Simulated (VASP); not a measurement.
Write the native input for VASP 6.6.1 that does the following.

```yaml
Task: single point
Functional: PBEsol
Potentials_or_basis: VASP PAW PBE potentials, release 64 (Pt, Se)
Cutoff: 520 eV
k_mesh: 12 × 12 × 8
Occupations: fermi-dirac, width 0.15 eV
Spin: no spin polarisation
Dipole_correction: no
Further_INCAR_settings: ALGO = Normal; EDIFF = 1e-07; NBANDS = 18
```

The structure of PtSe2 lies in POSCAR:

```
PtSe2
1.0
    3.7607971118      0.0000000000      0.0000000000
   -1.8803985559      3.2569458373      0.0000000000
    0.0000000000      0.0000000000      4.8587327380
Pt Se
1 2
Direct
    0.0000000000      0.0000000000      0.0000000000
    0.3333333333      0.6666666667      0.2611754914
    0.6666666667      0.3333333333      0.7388245086
```

One way to write it, as run:

INCAR

```
SYSTEM = PtSe2
PREC = Accurate ; ENCUT = 520
EDIFF = 1E-7 ; ISMEAR = -1
SIGMA = 0.15 ; LREAL = .FALSE.
LASPH = .TRUE. ; NELM = 100
ALGO = Normal ; ISIF = 2
LWAVE = .FALSE. ; LCHARG = .FALSE.
GGA = PS ; NBANDS = 18
```

KPOINTS

```
regular mesh
0
G
  12 12 8
  0 0 0
```

Potentials or basis: VASP PAW PBE potentials, release 64 (Pt, Se).

Launch:

```bash
$ cat potpaw_PBE.64/Pt/POTCAR potpaw_PBE.64/Se/POTCAR > POTCAR
$ mpirun -np 1 vasp_std > vasp.out
```

Results of the run:

```
Pressure               : 0.1 GPa
Largest force          : 0.014 eV/Å
Band gap on the k mesh : zero (band 11 reaches 7.31 eV, above the bottom of band 12 at 6.54 eV)
```

Caveat: the PAW data sets were made with another functional, which shifts forces and pressure a little; spin-orbit coupling is left out, which moves the levels of the heavy elements.

Run time: 2.4 min on 1 thread of AMD EPYC 7R43 64-Core Processor (Zen 3), on a shared host, peak memory 0.24 GiB.
